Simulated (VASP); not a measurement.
Crystal: CuO.

```
Cu O
1.0
     0.00000    2.24738    2.24738
     2.24738    0.00000    2.24738
     2.24738    2.24738    0.00000
Cu O
1 1
Direct
  0.00000 0.00000 0.00000
  0.75000 0.75000 0.75000
```

```yaml
Program: VASP 6.6.1
Task: relaxation of cell and atoms
Functional: PBE
Potentials_or_basis: VASP PAW PBE potentials, release 64 (Cu, O)
Cutoff: 600 eV
k_mesh: 22 × 22 × 22
Occupations: gaussian, width 0.1 eV
Spin: no spin polarisation
```

At the start: pressure 3.3 GPa; volume 11.35 Å³/atom.

Task: Where does the relaxation end?

Result: Over 3 steps the energy falls by 2.7 meV/atom and the volume is 11.62 Å³/atom (+2.3 %); space group F-43m (No. 216, to 0.1 Å) before and after.

The path:
| step | energy change (eV) | largest force (eV/Å) | pressure (GPa) | volume (Å³) |
| --- | --- | --- | --- | --- |
| 1 | 0.0000 | 0.0000 | 3.33 | 22.70 |
| 2 | -0.0043 | 0.0000 | -1.43 | 23.49 |
| 3 | -0.0054 | 0.0000 | 0.02 | 23.23 |

Final structure:
```
Cu O
1.0
     0.00000    2.26483    2.26483
     2.26483    0.00000    2.26483
     2.26483    2.26483    0.00000
Cu O
1 1
Cartesian
  0.0000 0.0000 0.0000
  3.3973 3.3973 3.3973
```

Caveat: an odd number of electrons without spin polarisation forces a metal; a magnetic or distorted state may lie lower.
